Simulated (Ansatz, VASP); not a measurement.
## Two plane-wave programs on Cu3GeS4

```xyz
8
Lattice="0.0000 5.2223 0.0000 5.2223 0.0000 0.0000 2.6112 2.6112 -5.2146" Properties=species:S:1:pos:R:3 pbc="T T T"
Cu    2.6112    2.6112    0.0000
Cu    2.6112    5.2223   -2.6073
Cu    5.2223    2.6112   -2.6073
Ge    0.0000    0.0000    0.0000
S     3.9429    3.9429   -3.8379
S     1.3317    3.8906   -1.3766
S     6.5018    6.5018   -3.8379
S     3.8906    1.3317   -1.3766
```

Alike in both runs: task single point; functional r2SCAN; k mesh 5 × 5 × 5; collinear spin.

|  | VASP | Ansatz |
| --- | --- | --- |
| version | VASP 6.6.1 | Ansatz 0.2.0 |
| potentials or method | VASP PAW PBE potentials, release 64 (Cu, Ge_d, S), cutoff 520 eV | PAW plane waves |
| occupations | fermi-dirac, width 0.1 eV | fermi-dirac |
| valence electrons in the cell | 71 | 95 |

VASP gave:

```
pressure (GPa)                                                : 0.7
traceless stress, the component that is largest in VASP (GPa) : -0.29
rms of the force components (eV/Å)                            : 0.427
```

Q: Which values does Ansatz return?

A: Pressure (GPa): 0.7; traceless stress, the component that is largest in VASP (GPa): -0.30; rms of the force components (eV/Å): 0.421.

VASP's potentials were made for PBE, not for r2SCAN. Atom by atom the forces differ by 0.007 eV/Å (rms over components). VASP's potentials hold 71 valence electrons a cell and Ansatz's 95, so a difference there can come from the potentials and not from the codes. Ansatz's warnings: no starting moments, structure snapped to symmetry.
